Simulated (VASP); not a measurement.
# MgSe (m.bgw) (Fm-3m) in VASP: single point with PBE

Aim: the single point of MgSe (m.bgw) with PBE.

Everything below comes from runs of VASP 6.6.1. Logs are shortened: lines on timing, memory, paths and dates and some standing lists are left out, and cuts for length are marked.

## (1) The cell of the first run

The structure is cubic, space group Fm-3m (No. 225). Conventional cell: a = 5.508 Å, b = 5.508 Å, c = 5.508 Å, α = 90.00°, β = 90.00°, γ = 90.00°. Within 3.6 Å of Mg (site symmetry m-3m) lie 6 Se at 2.75 Å. Se (site symmetry m-3m) has 6 Mg at 2.75 Å within 3.6 Å.

## (2) Single point, PBE

File INCAR:

```
SYSTEM = MgSe
ALGO = Normal ; EDIFF = 1E-6
ENCUT = 600 ; GGA = PE
GGA_COMPAT = .FALSE. ; ISIF = 2
ISMEAR = 0 ; LASPH = .TRUE.
LCHARG = .FALSE. ; LREAL = .FALSE.
LWAVE = .FALSE. ; NBANDS = 11
NELM = 120 ; PREC = Accurate
SIGMA = 0.01
```

File KPOINTS:

```
k-points
0
G
  4 4 4
  0 0 0
```

File POSCAR:

```
MgSe
1.0
    0.0000000000      2.7541231852      2.7541231852
    2.7541231852      0.0000000000      2.7541231852
    2.7541231852      2.7541231852      0.0000000000
Mg Se
1 1
Direct
    0.0000000000      0.0000000000      0.0000000000
    0.5000000000      0.5000000000      0.5000000000
```

Potentials or basis: VASP PAW PBE potentials, release 64 (Mg, Se).

Run with:

```bash
$ cat potpaw_PBE.64/Mg/POTCAR potpaw_PBE.64/Se/POTCAR > POTCAR
$ mpirun -np 1 vasp_std > vasp.out
```

OUTCAR:

```text
SYSTEM = MgSe
   EDIFF = 1E-6
   ENCUT = 600
   GGA = PE
   ISIF = 2
   ISMEAR = 0
   LASPH = .TRUE.
   LREAL = .FALSE.
   NELM = 120
   PREC = Accurate

 ion  position               nearest neighbor table
   1  0.000  0.000  0.000-   2 2.75   2 2.75   2 2.75   2 2.75   2 2.75   2 2.75
   2  0.500  0.500  0.500-   1 2.75   1 2.75   1 2.75   1 2.75   1 2.75   1 2.75

  LATTYP: Found a face centered cubic cell.
 ALAT       =     5.5082463704

  Lattice vectors:

 A1 = (   0.0000000000,   2.7541231852,   2.7541231852)
 A2 = (   2.7541231852,   0.0000000000,   2.7541231852)
 A3 = (   2.7541231852,   2.7541231852,   0.0000000000)

Analysis of symmetry for initial positions (statically):
=====================================================================
 Subroutine PRICEL returns:
 Original cell was already a primitive cell.

 Routine SETGRP: Setting up the symmetry group for a
 face centered cubic supercell.

 Subroutine GETGRP returns: Found 48 space group operations
 (whereof 48 operations were pure point group operations)
 out of a pool of 48 trial point group operations.

The static configuration has the point symmetry O_h .

Analysis of symmetry for dynamics (positions and initial velocities):
=====================================================================
 Subroutine PRICEL returns:
 Original cell was already a primitive cell.

 Routine SETGRP: Setting up the symmetry group for a
 face centered cubic supercell.

 Subroutine GETGRP returns: Found 48 space group operations
 (whereof 48 operations were pure point group operations)
 out of a pool of 48 trial point group operations.

The dynamic configuration has the point symmetry O_h .

 Subroutine INISYM returns: Found 48 space group operations
 (whereof 48 operations are pure point group operations),
 and found     1 'primitive' translations

----------------------------------------------------------------------------------------

                                     Primitive cell

  volume of cell :      41.7811

  direct lattice vectors                    reciprocal lattice vectors
     0.000000000  2.754123185  2.754123185    -0.181545983  0.181545983  0.181545983
     2.754123185  0.000000000  2.754123185     0.181545983 -0.181545983  0.181545983
     2.754123185  2.754123185  0.000000000     0.181545983  0.181545983 -0.181545983

  length of vectors
     3.894918361  3.894918361  3.894918361     0.314446866  0.314446866  0.314446866

  position of ions in fractional coordinates (direct lattice)
     0.000000000  0.000000000  0.000000000
     0.500000000  0.500000000  0.500000000

  ion indices of the primitive-cell ions
   primitive index   ion index
                 1           1
                 2           2

----------------------------------------------------------------------------------------

 KPOINTS: k-points

Automatic generation of k-mesh.
 Grid dimensions read from file:
 generate k-points for:    4    4    4

 Generating k-lattice:

  Cartesian coordinates                     Fractional coordinates (reciprocal lattice)
    -0.045386496  0.045386496  0.045386496     0.250000000  0.000000000  0.000000000
     0.045386496 -0.045386496  0.045386496     0.000000000  0.250000000  0.000000000
     0.045386496  0.045386496 -0.045386496     0.000000000  0.000000000  0.250000000

  Length of vectors
     0.078611716  0.078611716  0.078611716

  Shift w.r.t. Gamma in fractional coordinates (k-lattice)
     0.000000000  0.000000000  0.000000000

 Subroutine IBZKPT returns following result:
 ===========================================

 Found      8 irreducible k-points:

 Following reciprocal coordinates:
            Coordinates               Weight
  0.000000  0.000000  0.000000      1.000000
  0.250000  0.000000  0.000000      8.000000
  0.500000  0.000000  0.000000      4.000000
  0.250000  0.250000  0.000000      6.000000
  0.500000  0.250000  0.000000     24.000000
 -0.250000  0.250000  0.000000     12.000000
  0.500000  0.500000  0.000000      3.000000
 -0.250000  0.500000  0.250000      6.000000
   k-points           NKPTS =      8   k-points in BZ     NKDIM =      8   number of bands    NBANDS=     11
   number of dos      NEDOS =    301   number of ions     NIONS =      2
   total plane-waves  NPLWV =  32768
   dimension x,y,z NGX =    32 NGY =   32 NGZ =   32
   dimension x,y,z NGXF=    64 NGYF=   64 NGZF=   64
   ions per type =               1   1
   NGX,Y,Z   is equivalent  to a cutoff of  13.66, 13.66, 13.66 a.u.
   NGXF,Y,Z  is equivalent  to a cutoff of  27.32, 27.32, 27.32 a.u.
 SYSTEM =  MgSe
   PREC   = accura    normal or accurate (medium, high low for compatibility)
   ISTART =      0    job   : 0-new  1-cont  2-samecut
   ICHARG =      2    charge: 1-file 2-atom 10-const
   ISPIN  =      1    spin polarized calculation?
   LNONCOLLINEAR =      F non collinear calculations
   LSORBIT =      F    spin-orbit coupling
   LASPH  =      T    aspherical Exc in radial PAW
   ENCUT  =  600.0 eV  44.10 Ry    6.64 a.u.   7.78  7.78  7.78*2*pi/ulx,y,z
   NELM   =    120;   NELMIN=  2; NELMDL= -5     # of ELM steps
   EDIFF  = 0.1E-05   stopping-criterion for ELM
   LREAL  =      F    real-space projection
   EDIFFG = 0.1E-04   stopping-criterion for IOM
   NSW    =      0    number of steps for IOM
   IBRION =     -1    ionic relax: 0-MD 1-quasi-New 2-CG
   NFREE  =      0    steps in history (QN), initial steepest desc. (CG)
   ISIF   =      2    stress and relaxation
   ISYM   =      2    0-nonsym 1-usesym 2-fastsym
   POTIM  = 0.5000    time-step for ionic-motion
   TEBEG  =    0.0;   TEEND  =   0.0 temperature during run
   PSTRESS=    0.0 pullay stress
   NELECT =       8.0000    total number of electrons
   NUPDOWN=      -1.0000    fix difference up-down
   EMIN   =  10.00;   EMAX   =-10.00  energy-range for DOS
   EFERMI =   0.00;   METHOD = LEGACY
   ISMEAR =     0;   SIGMA  =   0.01  broadening in eV -4-tet -1-fermi 0-gaus
   EFERMI_NEDOS =   21; number of points for ismear=-14 and -15
   IALGO  =     38    algorithm
   IMIX   =      4    mixing-type and parameters
     AMIX     =   0.40;   BMIX     =  1.00
     AMIX_MAG =   1.60;   BMIX_MAG =  1.00
  volume/ion in A,a.u.               =      20.89       140.98
  Fermi-wavevector in a.u.,A,eV,Ry     =   0.943579  1.783105 12.113822  0.890341
  Thomas-Fermi vector in A             =   2.071300
   LORBIT       =      0    0 simple, 1 ext, 2 COOP (PROOUT), +10 PAW based schemes
   GGA     = PE    functional components
   LHFCALC =     F    Hartree Fock is set to
   AEXX    =    0.0000 exact exchange contribution
   IVDW    =     0    specifies the selected vdW correction
   LEPSILON=     F    determine dielectric tensor
   LRPA    =     F    only Hartree local field effects (RPA)
 non-spin polarized calculation
 Gauss-broadening in eV      SIGMA  =   0.01
  energy-cutoff  :      600.00
  volume of cell :       41.78
 maximum number of plane-waves:      1411
   NGX = 15   NGY = 15   NGZ = 15

 number of electron       8.0000001 magnetization

 Free energy of the ion-electron system (eV)
  ---------------------------------------------------
  ext. energy  EPLUGINS =         0.00000000
  ---------------------------------------------------
  free energy    TOTEN  =        -7.42308957 eV

  energy without entropy =       -7.42308957  energy(sigma->0) =       -7.42308957

 E-fermi :   3.0608     XC(G=0):  -9.3527

 val. band max:        3.0015110179   @ k =   0.0000   0.0000   0.0000
 cond. band min:       4.7176185201   @ k =   0.5000   0.5000   0.0000
 fundamental gap:      1.7161075022
 Fermi energy:         3.0608327552

 k-point     1 :       0.0000    0.0000    0.0000
  band No.  band energies     occupation
      1      -9.7692      2.00000
      2       3.0015      2.00000
      3       3.0015      2.00000
      4       3.0015      2.00000
      5       5.3767      0.00000
      6      10.3999      0.00000
      7      10.3999      0.00000
      8      10.3999      0.00000
      9      12.8906      0.00000
     10      12.8906      0.00000
     11      13.9223      0.00000

 k-point     2 :       0.2500    0.0000    0.0000
  band No.  band energies     occupation
      1      -9.3064      2.00000
      2       0.0576      2.00000
      3       2.7012      2.00000
      4       2.7012      2.00000
      5       6.9997      0.00000
      6       9.9990      0.00000
      7       9.9990      0.00000
      8      10.5928      0.00000
      9      12.4980      0.00000
     10      12.4980      0.00000
     11      12.8263      0.00000

 k-point     3 :       0.5000    0.0000    0.0000
  band No.  band energies     occupation
      1      -8.7152      2.00000
      2      -1.7973      2.00000
      3       2.4526      2.00000
      4       2.4526      2.00000
      5       6.7715      0.00000
      6       9.0312      0.00000
      7       9.0312      0.00000
      8      11.3541      0.00000
      9      14.2286      0.00000
     10      16.7077      0.00000
     11      16.7077      0.00000

 k-point     4 :       0.2500    0.2500    0.0000
  band No.  band energies     occupation
      1      -9.1608      2.00000
      2       0.3228      2.00000
      3       2.0039      2.00000
      4       2.0039      2.00000
      5       6.9264      0.00000
      6       8.1553      0.00000
      7      10.2230      0.00000
      8      12.4575      0.00000
      9      12.4575      0.00000
     10      13.8687      0.00000
     11      16.1798      0.00000

 k-point     5 :       0.5000    0.2500    0.0000
  band No.  band energies     occupation
      1      -8.5779      2.00000
      2      -1.0390      2.00000
      3       0.7828      2.00000
      4       1.7861      2.00000
      5       6.4554      0.00000
      6       9.2276      0.00000
      7      10.9889      0.00000
      8      11.1063      0.00000
      9      14.2505      0.00000
     10      16.6022      0.00000
     11      16.9876      0.00000

 k-point     6 :      -0.2500    0.2500    0.0000
  band No.  band energies     occupation
      1      -8.7660      2.00000
      2      -0.7681      2.00000
      3       0.6744      2.00000
      4       2.4059      2.00000
      5       7.7386      0.00000
      6       9.5875      0.00000
      7       9.9708      0.00000
      8      10.4852      0.00000
      9      12.7798      0.00000
     10      15.5872      0.00000
     11      15.9671      0.00000

 k-point     7 :       0.5000    0.5000    0.0000
  band No.  band energies     occupation
      1      -8.4136      2.00000
      2      -1.1099      2.00000
      3       1.2830      2.00000
      4       1.2830      2.00000
      5       4.7176      0.00000
      6       7.0282      0.00000
      7      14.4452      0.00000
      8      14.8761      0.00000
      9      14.8761      0.00000
     10      15.4826      0.00000
     11      18.7104      0.00000

 k-point     8 :      -0.2500    0.5000    0.2500
  band No.  band energies     occupation
      1      -8.3816      2.00000
      2      -0.1916      2.00000
      3      -0.1916      2.00000
      4       0.5250      2.00000
      5       7.3970      0.00000
      6       9.8402      0.00000
      7      10.5106      0.00000
      8      10.5106      0.00000
      9      15.8194      0.00000
     10      15.8194      0.00000
     11      17.5022      0.00000

------------------------ aborting loop because EDIFF is reached ----------------------------------------

  FORCE on cell =-STRESS in cart. coord.  units (eV):
  Direction    XX          YY          ZZ          XY          YZ          ZX
  --------------------------------------------------------------------------------------
  -------------------------------------------------------------------------------------
  Total        0.0690752      0.0690752      0.0690752      0.0000000      0.0000000     -0.0000000
  in kB        2.6488231      2.6488231      2.6488231      0.0000000      0.0000000     -0.0000000
  external PRESSURE =       2.6488231 kB  Pullay stress =       0.0000000 kB

 VOLUME and BASIS-vectors are now :
 -----------------------------------------------------------------------------
  energy-cutoff  :      600.00
  volume of cell :       41.78
      direct lattice vectors                 reciprocal lattice vectors
     0.000000000  2.754123185  2.754123185    -0.181545983  0.181545983  0.181545983
     2.754123185  0.000000000  2.754123185     0.181545983 -0.181545983  0.181545983
     2.754123185  2.754123185  0.000000000     0.181545983  0.181545983 -0.181545983

 POSITION                                       TOTAL-FORCE (eV/Angst)
 -----------------------------------------------------------------------------------
      0.00000      0.00000      0.00000        -0.000000      0.000000      0.000000
      2.75412      2.75412      2.75412         0.000000     -0.000000     -0.000000
 -----------------------------------------------------------------------------------
    total drift:                               -0.000000     -0.000000      0.000000

  FREE ENERGIE OF THE ION-ELECTRON SYSTEM (eV)
  ---------------------------------------------------
  free  energy   TOTEN  =        -7.4230895737 eV

  energy  without entropy=       -7.4230895737  energy(sigma->0) =       -7.42308957
```

It took 3.9 s on 1 thread of Intel Xeon 6975P-C (Granite Rapids), shared host; peak memory 0.16 GiB.

Results:

```
Free energy            : -7.4231 eV
Pressure               : 0.3 GPa
Band gap on the k mesh : 1.72 eV, indirect (least direct gap 2.38 eV)
```

Caveat: the k points lie up to 0.49 Å⁻¹ apart. A k mesh can miss the band edges.
